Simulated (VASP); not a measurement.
# GaN (F-43m) in VASP: further runs

GaN is run at these levels: r2SCAN; tasks: single point.

All numbers are computed with VASP 6.6.1; they aren't measurements. Logs are shortened: lines on timing, memory, paths and dates and some standing lists are left out, and cuts for length are marked.

### Step 1. The cell of the first run

The structure is cubic, space group F-43m (No. 216). The conventional cell has a = 4.363 Å, b = 4.363 Å, c = 4.363 Å, α = 90.00°, β = 90.00°, γ = 90.00°. Within 2.5 Å of Ga (site symmetry -43m) lie 4 N at 1.89 Å. N (site symmetry -43m) has 4 Ga at 1.89 Å within 2.5 Å.

### Step 2. Single point, r2SCAN (strain -0.030 along x and y, -0.030 along z)

POSCAR

```
GaN
1.0
    0.0000000000      2.1814686658      2.1814686658
    2.1814686658      0.0000000000      2.1814686658
    2.1814686658      2.1814686658      0.0000000000
Ga N
1 1
Direct
    0.0000000000      0.0000000000      0.0000000000
    0.7500000000      0.7500000000      0.7500000000
```

INCAR.step1

```
PREC = Accurate ; ENCUT = 520
ISMEAR = 0 ; SIGMA = 0.05
LREAL = False ; LASPH = True
NELM = 60 ; NBANDS = 16
GGA = PE ; ALGO = Normal
EDIFF = 1E-4 ; LWAVE = True
LCHARG = False
```

INCAR.step2

```
PREC = Accurate ; ENCUT = 520
EDIFF = 1E-6 ; ISMEAR = 0
SIGMA = 0.05 ; LREAL = False
LASPH = True ; NELM = 60
ALGO = Normal ; ISIF = 2
LWAVE = False ; LCHARG = False
METAGGA = R2SCAN ; LMIXTAU = True
NBANDS = 16 ; ISTART = 1
```

KPOINTS

```
regular mesh
0
Gamma
  10 10 10
```

Potentials or basis: VASP PAW PBE potentials, release 64 (Ga_d, N).

The run is started by

```
> cat potpaw_PBE.64/Ga_d/POTCAR potpaw_PBE.64/N/POTCAR > POTCAR
> cp INCAR.step1 INCAR
> mpirun -np 1 vasp_std > vasp.out
> cp INCAR.step2 INCAR
> mpirun -np 1 vasp_std > vasp.out
```

OUTCAR:

```text
PREC = Accurate
   ENCUT = 520
   EDIFF = 1E-6
   ISMEAR = 0
   LREAL = False
   LASPH = True
   NELM = 60
   ISIF = 2
   METAGGA = R2SCAN
   ISTART = 1

 ion  position               nearest neighbor table
   1  0.000  0.000  0.000-   2 1.89   2 1.89   2 1.89   2 1.89
   2  0.750  0.750  0.750-   1 1.89   1 1.89   1 1.89   1 1.89

  LATTYP: Found a face centered cubic cell.
 ALAT       =     4.3629373316

  Lattice vectors:

 A1 = (   0.0000000000,   2.1814686658,   2.1814686658)
 A2 = (   2.1814686658,   0.0000000000,   2.1814686658)
 A3 = (   2.1814686658,   2.1814686658,   0.0000000000)

Analysis of symmetry for initial positions (statically):
=====================================================================
 Subroutine PRICEL returns:
 Original cell was already a primitive cell.

 Routine SETGRP: Setting up the symmetry group for a
 face centered cubic supercell.

 Subroutine GETGRP returns: Found 24 space group operations
 (whereof 24 operations were pure point group operations)
 out of a pool of 48 trial point group operations.

The static configuration has the point symmetry T_d .

Analysis of symmetry for dynamics (positions and initial velocities):
=====================================================================
 Subroutine PRICEL returns:
 Original cell was already a primitive cell.

 Routine SETGRP: Setting up the symmetry group for a
 face centered cubic supercell.

 Subroutine GETGRP returns: Found 24 space group operations
 (whereof 24 operations were pure point group operations)
 out of a pool of 48 trial point group operations.

The dynamic configuration has the point symmetry T_d .

 Subroutine INISYM returns: Found 24 space group operations
 (whereof 24 operations are pure point group operations),
 and found     1 'primitive' translations

----------------------------------------------------------------------------------------

                                     Primitive cell

  volume of cell :      20.7624

  direct lattice vectors                    reciprocal lattice vectors
     0.000000000  2.181468666  2.181468666    -0.229203384  0.229203384  0.229203384
     2.181468666  0.000000000  2.181468666     0.229203384 -0.229203384  0.229203384
     2.181468666  2.181468666  0.000000000     0.229203384  0.229203384 -0.229203384

  length of vectors
     3.085062573  3.085062573  3.085062573     0.396991906  0.396991906  0.396991906

  position of ions in fractional coordinates (direct lattice)
     0.000000000  0.000000000  0.000000000
     0.750000000  0.750000000  0.750000000

  ion indices of the primitive-cell ions
   primitive index   ion index
                 1           1
                 2           2

----------------------------------------------------------------------------------------

 KPOINTS: regular mesh

Automatic generation of k-mesh.
 Grid dimensions read from file:
 generate k-points for:   10   10   10

 Generating k-lattice:

  Cartesian coordinates                     Fractional coordinates (reciprocal lattice)
    -0.022920338  0.022920338  0.022920338     0.100000000  0.000000000  0.000000000
     0.022920338 -0.022920338  0.022920338     0.000000000  0.100000000  0.000000000
     0.022920338  0.022920338 -0.022920338     0.000000000  0.000000000  0.100000000

  Length of vectors
     0.039699191  0.039699191  0.039699191

  Shift w.r.t. Gamma in fractional coordinates (k-lattice)
     0.000000000  0.000000000  0.000000000

 Subroutine IBZKPT returns following result:
 ===========================================

 Found     47 irreducible k-points:

 Following reciprocal coordinates:
            Coordinates               Weight
  0.000000  0.000000  0.000000      1.000000
  0.100000  0.000000  0.000000      8.000000
  0.200000  0.000000  0.000000      8.000000
  0.300000  0.000000  0.000000      8.000000
  0.400000  0.000000  0.000000      8.000000
  0.500000  0.000000  0.000000      4.000000
[... 16 lines left out ...]
  0.300000  0.300000  0.000000      6.000000
  0.400000  0.300000  0.000000     24.000000
 [... further k-points ...]
   k-points           NKPTS =     47   k-points in BZ     NKDIM =     47   number of bands    NBANDS=     16
   number of dos      NEDOS =    301   number of ions     NIONS =      2
   total plane-waves  NPLWV =  13824
   dimension x,y,z NGX =    24 NGY =   24 NGZ =   24
   dimension x,y,z NGXF=    48 NGYF=   48 NGZF=   48
   ions per type =               1   1
   NGX,Y,Z   is equivalent  to a cutoff of  12.93, 12.93, 12.93 a.u.
   NGXF,Y,Z  is equivalent  to a cutoff of  25.87, 25.87, 25.87 a.u.
 SYSTEM =  unknown system
   PREC   = accura    normal or accurate (medium, high low for compatibility)
   ISTART =      1    job   : 0-new  1-cont  2-samecut
   ICHARG =      0    charge: 1-file 2-atom 10-const
   ISPIN  =      1    spin polarized calculation?
   LNONCOLLINEAR =      F non collinear calculations
   LSORBIT =      F    spin-orbit coupling
   LASPH  =      T    aspherical Exc in radial PAW
   ENCUT  =  520.0 eV  38.22 Ry    6.18 a.u.   5.74  5.74  5.74*2*pi/ulx,y,z
   NELM   =     60;   NELMIN=  2; NELMDL=  0     # of ELM steps
   EDIFF  = 0.1E-05   stopping-criterion for ELM
   LREAL  =      F    real-space projection
   EDIFFG = 0.1E-04   stopping-criterion for IOM
   NSW    =      0    number of steps for IOM
   IBRION =     -1    ionic relax: 0-MD 1-quasi-New 2-CG
   NFREE  =      0    steps in history (QN), initial steepest desc. (CG)
   ISIF   =      2    stress and relaxation
   ISYM   =      2    0-nonsym 1-usesym 2-fastsym
   POTIM  = 0.5000    time-step for ionic-motion
   TEBEG  =    0.0;   TEEND  =   0.0 temperature during run
   PSTRESS=    0.0 pullay stress
   NELECT =      18.0000    total number of electrons
   NUPDOWN=      -1.0000    fix difference up-down
   EMIN   =  10.00;   EMAX   =-10.00  energy-range for DOS
   EFERMI =   0.00;   METHOD = LEGACY
   ISMEAR =     0;   SIGMA  =   0.05  broadening in eV -4-tet -1-fermi 0-gaus
   EFERMI_NEDOS =   21; number of points for ismear=-14 and -15
   IALGO  =     38    algorithm
   IMIX   =      4    mixing-type and parameters
     AMIX     =   0.40;   BMIX     =  1.00
     AMIX_MAG =   1.60;   BMIX_MAG =  1.00
  volume/ion in A,a.u.               =      10.38        70.06
  Fermi-wavevector in a.u.,A,eV,Ry     =   1.561014  2.949888 33.154180  2.436763
  Thomas-Fermi vector in A             =   2.664141
   LORBIT       =      0    0 simple, 1 ext, 2 COOP (PROOUT), +10 PAW based schemes
   METAGGA = R2SCAN    functional components
   LHFCALC =     F    Hartree Fock is set to
   AEXX    =    0.0000 exact exchange contribution
   IVDW    =     0    specifies the selected vdW correction
   LEPSILON=     F    determine dielectric tensor
   LRPA    =     F    only Hartree local field effects (RPA)
 non-spin polarized calculation
 Gauss-broadening in eV      SIGMA  =   0.05
  energy-cutoff  :      520.00
  volume of cell :       20.76
 maximum number of plane-waves:       571
   NGX = 11   NGY = 11   NGZ = 11

 number of electron      17.9999989 magnetization

 Free energy of the ion-electron system (eV)
  ---------------------------------------------------
  ext. energy  EPLUGINS =         0.00000000
  ---------------------------------------------------
  free energy    TOTEN  =       -21.75414892 eV

  energy without entropy =      -21.75414892  energy(sigma->0) =      -21.75414892

 E-fermi :   6.3822     XC(G=0): -13.2208

 val. band max:        6.1368673877   @ k =   0.0000   0.0000   0.0000
 cond. band min:       8.9042563755   @ k =   0.0000   0.0000   0.0000
 fundamental gap:      2.7673889878
 Fermi energy:         6.3822190025

 k-point     1 :       0.0000    0.0000    0.0000
  band No.  band energies     occupation
      1     -11.4892      2.00000
      2      -7.8146      2.00000
      3      -7.8146      2.00000
      4      -7.8146      2.00000
      5      -7.3435      2.00000
      6      -7.3435      2.00000
[... 8 lines left out ...]
     15      26.6530      0.00000
     16      26.6531      0.00000

 k-point     2 :       0.1000    0.0000    0.0000
  band No.  band energies     occupation
      1     -11.3575      2.00000
      2      -7.7958      2.00000
      3      -7.7958      2.00000
      4      -7.7793      2.00000
      5      -7.3454      2.00000
      6      -7.3454      2.00000
[... 8 lines left out ...]
     15      25.1547      0.00000
     16      25.3663      0.00000

 k-point     3 :       0.2000    0.0000    0.0000
  band No.  band energies     occupation
      1     -11.0111      2.00000
      2      -7.7517      2.00000
      3      -7.7517      2.00000
      4      -7.6288      2.00000
      5      -7.3443      2.00000
      6      -7.3443      2.00000
[... 8 lines left out ...]
     15      24.3340      0.00000
     16      24.3340      0.00000

 k-point     4 :       0.3000    0.0000    0.0000
  band No.  band energies     occupation
      1     -10.5996      2.00000
      2      -7.7107      2.00000
      3      -7.7107      2.00000
      4      -7.3276      2.00000
      5      -7.3276      2.00000
      6      -7.2469      2.00000
[... 8 lines left out ...]
     15      25.0196      0.00000
     16      25.0196      0.00000

 k-point     5 :       0.4000    0.0000    0.0000
  band No.  band energies     occupation
      1     -10.3077      2.00000
      2      -7.6910      2.00000
      3      -7.6910      2.00000
      4      -7.2990      2.00000
      5      -7.2989      2.00000
      6      -6.6062      2.00000
[... 8 lines left out ...]
     15      26.7953      0.00000
     16      26.7954      0.00000

 k-point     6 :       0.5000    0.0000    0.0000
  band No.  band energies     occupation
      1     -10.2114      2.00000
      2      -7.6867      2.00000
      3      -7.6867      2.00000
      4      -7.2844      2.00000
      5      -7.2844      2.00000
      6      -6.1867      2.00000
[... 8 lines left out ...]
     15      28.1363      0.00000
     16      28.1364      0.00000

 k-point     7 :       0.1000    0.1000    0.0000
  band No.  band energies     occupation
      1     -11.3138      2.00000
      2      -7.7884      2.00000
      3      -7.7793      2.00000
      4      -7.7793      2.00000
      5      -7.3582      2.00000
      6      -7.3337      2.00000
[... 8 lines left out ...]
     15      27.4321      0.00000
     16      27.4322      0.00000

 k-point     8 :       0.2000    0.1000    0.0000
  band No.  band energies     occupation
      1     -11.0396      2.00000
      2      -7.7565      2.00000
      3      -7.7340      2.00000
      4      -7.6779      2.00000
      5      -7.3631      2.00000
      6      -7.3241      2.00000
[... 8 lines left out ...]
     15      26.4723      0.00000
     16      26.5262      0.00000

 k-point     9 :       0.3000    0.1000    0.0000
  band No.  band energies     occupation
      1     -10.6515      2.00000
      2      -7.7164      2.00000
      3      -7.6877      2.00000
      4      -7.4593      2.00000
      5      -7.3082      2.00000
      6      -7.2689      2.00000
[... 8 lines left out ...]
     15      25.6339      0.00000
     16      26.5525      0.00000
[... 172 lines left out ...]
 k-point    19 :       0.5000    0.2000    0.0000
  band No.  band energies     occupation
      1     -10.1016      2.00000
      2      -7.6661      2.00000
      3      -7.5812      2.00000
      4      -7.4122      2.00000
      5      -7.2782      2.00000
      6      -6.0988      2.00000
[... 8 lines left out ...]
     15      28.4954      0.00000
     16      29.1144      0.00000

 k-point    20 :      -0.4000    0.2000    0.0000
  band No.  band energies     occupation
      1     -10.0856      2.00000
      2      -7.6705      2.00000
      3      -7.5900      2.00000
      4      -7.3678      2.00000
      5      -7.3109      2.00000
      6      -5.9469      2.00000
[... 8 lines left out ...]
     15      26.7436      0.00000
     16      28.5170      0.00000

 k-point    21 :      -0.3000    0.2000    0.0000
  band No.  band energies     occupation
      1     -10.2100      2.00000
      2      -7.6728      2.00000
      3      -7.6178      2.00000
      4      -7.3628      2.00000
      5      -7.3547      2.00000
      6      -6.4679      2.00000
[... 8 lines left out ...]
     15      25.6103      0.00000
     16      28.9487      0.00000

 k-point    22 :      -0.2000    0.2000    0.0000
  band No.  band energies     occupation
      1     -10.4702      2.00000
      2      -7.6859      2.00000
      3      -7.6703      2.00000
      4      -7.3987      2.00000
      5      -7.3744      2.00000
      6      -7.0287      2.00000
[... 8 lines left out ...]
     15      25.5670      0.00000
     16      28.9533      0.00000

 k-point    23 :       0.3000    0.3000    0.0000
  band No.  band energies     occupation
      1     -10.3427      2.00000
      2      -7.6304      2.00000
      3      -7.5519      2.00000
      4      -7.5518      2.00000
      5      -7.2757      2.00000
      6      -7.0460      2.00000
[... 8 lines left out ...]
     15      29.9289      0.00000
     16      31.3542      0.00000

 k-point    24 :       0.4000    0.3000    0.0000
  band No.  band energies     occupation
      1     -10.1364      2.00000
      2      -7.6410      2.00000
      3      -7.5016      2.00000
      4      -7.4998      2.00000
      5      -7.2627      2.00000
      6      -6.6054      2.00000
[... 8 lines left out ...]
     15      30.5329      0.00000
     16      31.1691      0.00000

 [... further k-points ...]

------------------------ aborting loop because EDIFF is reached ----------------------------------------

  FORCE on cell =-STRESS in cart. coord.  units (eV):
  Direction    XX          YY          ZZ          XY          YZ          ZX
  --------------------------------------------------------------------------------------
  -------------------------------------------------------------------------------------
  Total        3.0151320      3.0151320      3.0151320      0.0000000      0.0000000     -0.0000000
  in kB      232.6697770    232.6697770    232.6697770      0.0000000      0.0000000     -0.0000000
  external PRESSURE =     232.6697770 kB  Pullay stress =       0.0000000 kB

 VOLUME and BASIS-vectors are now :
 -----------------------------------------------------------------------------
  energy-cutoff  :      520.00
  volume of cell :       20.76
      direct lattice vectors                 reciprocal lattice vectors
     0.000000000  2.181468666  2.181468666    -0.229203384  0.229203384  0.229203384
     2.181468666  0.000000000  2.181468666     0.229203384 -0.229203384  0.229203384
     2.181468666  2.181468666  0.000000000     0.229203384  0.229203384 -0.229203384

 POSITION                                       TOTAL-FORCE (eV/Angst)
 -----------------------------------------------------------------------------------
      0.00000      0.00000      0.00000         0.000000      0.000000      0.000000
      3.27220      3.27220      3.27220        -0.000000     -0.000000     -0.000000
 -----------------------------------------------------------------------------------
    total drift:                               -0.000008     -0.000008     -0.000008

  FREE ENERGIE OF THE ION-ELECTRON SYSTEM (eV)
  ---------------------------------------------------
  free  energy   TOTEN  =       -21.7541489250 eV

  energy  without entropy=      -21.7541489250  energy(sigma->0) =      -21.75414892
```

Run time: 58 s. Hardware: 1 thread of Intel Xeon 8259CL, shared host; peak memory 0.16 GiB.

What came out:

- Free energy: -21.7541 eV
- Pressure: 23.3 GPa
- Band gap on the k mesh: 2.77 eV

Levels at points of the mesh, in eV from the valence-band top:
```tsv
k point	band 5	band 6	band 7	band 8	band 9	band 10	band 11	band 12	band 13	band 14
(0.00, 0.00, 0.00)	-13.48	-13.48	0.00	0.00	0.00	2.77	11.65	11.65	11.65	19.92
(0.50, 0.00, 0.00)	-13.42	-12.32	-7.85	-1.13	-1.13	5.86	9.96	11.52	11.52	17.42
(0.50, 0.50, 0.00)	-13.38	-11.96	-6.65	-3.16	-3.16	3.80	7.83	13.38	16.05	16.05
```

Caveat: the cell differs from its parent crystal (strain -0.030 along x and y, -0.030 along z); the cell stands under pressure; the PAW data sets were made with another functional, which shifts forces and pressure a little.

(Continued in part 2 of 2.)
